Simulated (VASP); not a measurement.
Set up this calculation in VASP 6.6.1, as the native input.

```yaml
Task: relaxation of the atoms
Functional: PBE
Potentials_or_basis: VASP PAW PBE potentials, release 64 (Nb_sv)
Cutoff: 520 eV
k_mesh: 9 × 9 × 1
Occupations: gaussian, width 0.1 eV
Spin: no spin polarisation
Dipole_correction: yes
Atoms_held_fixed_from_0: "[0, 1]"
Further_INCAR_settings: ALGO = Fast; EDIFF = 1e-06; IBRION = 2; EDIFFG = -0.03; NSW = 70
```

The structure of Nb lies in POSCAR:

```
Nb
1.0
    3.3111160015      0.0000000000      0.0000000000
    0.0000000000      3.3111160015      0.0000000000
    0.0000000000      0.0000000000     18.9666740023
Nb
4
Selective dynamics
Direct
    0.5000000000      0.5000000000      0.3690683986  F F F
    0.0000000000      0.0000000000      0.4563561329  F F F
    0.5000000000      0.5000000000      0.5436438671  T T T
    0.0000000000      0.0000000000      0.6309316014  T T T
```

The input as run:

INCAR

```
SYSTEM = Nb
PREC = Accurate ; ENCUT = 520
EDIFF = 1E-6 ; ISMEAR = 0
SIGMA = 0.1 ; LREAL = .FALSE.
LASPH = .TRUE. ; NELM = 60
ALGO = Fast ; ISIF = 2
LWAVE = .FALSE. ; LCHARG = .FALSE.
LDIPOL = .TRUE. ; IDIPOL = 3
DIPOL = 0.5 0.5 0.500 ; GGA = PE
IBRION = 2 ; NSW = 70
EDIFFG = -0.03
```

KPOINTS

```
Automatic mesh
0
G
  9 9 1
  0 0 0
```

Potentials or basis: VASP PAW PBE potentials, release 64 (Nb_sv).

Run with:

```console
$ cat potpaw_PBE.64/Nb_sv/POTCAR > POTCAR
$ mpirun -np 1 vasp_std > vasp.out
```

Results of the run:

* Energy gained by relaxing: 16.3 meV/atom
* Ionic steps: 6
* Band gap on the k mesh: zero (bands 26 and 27 overlap by 0.17 eV)

Run time: 13 min on 1 thread of Oxide Virtual Turin-like Processor, on a shared host, peak memory 0.33 GiB.
